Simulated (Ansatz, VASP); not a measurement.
CeO2: VASP beside Ansatz

```
Ce O
1.0
     0.00000    2.70365    2.70365
     2.70365    0.00000    2.70365
     2.70365    2.70365    0.00000
Ce O
1 2
Direct
  0.00000 0.00000 0.00000
  0.25000 0.25000 0.25000
  0.75000 0.75000 0.75000
```

Alike in both runs: task relaxation of cell and atoms; functional PBE; k mesh 12 × 12 × 12; occupations gaussian, width 0.02 eV; no spin polarisation.

```csv
,VASP,Ansatz
version,VASP 6.6.1,Ansatz 0.2.0
potentials or method,"VASP PAW PBE potentials, release 64 (Ce, O), cutoff 600 eV","scalar-relativistic, plane waves, PAW"
valence electrons in the cell,24,24
```

Ansatz gave:

| Quantity | Value |
| --- | --- |
| gap on the k mesh at the Fermi level, each at its own relaxed structure (eV) | 1.90 |
| relaxed volume (Å³/atom) | 13.60 |
| relaxed cell length with the largest relative difference (Å) | 3.864 |

Estimate VASP's values.

gap on the k mesh at the Fermi level, each at its own relaxed structure (eV): 1.87; relaxed volume (Å³/atom): 13.59; relaxed cell length with the largest relative difference (Å): 3.863.

Neither program's run includes spin-orbit coupling.
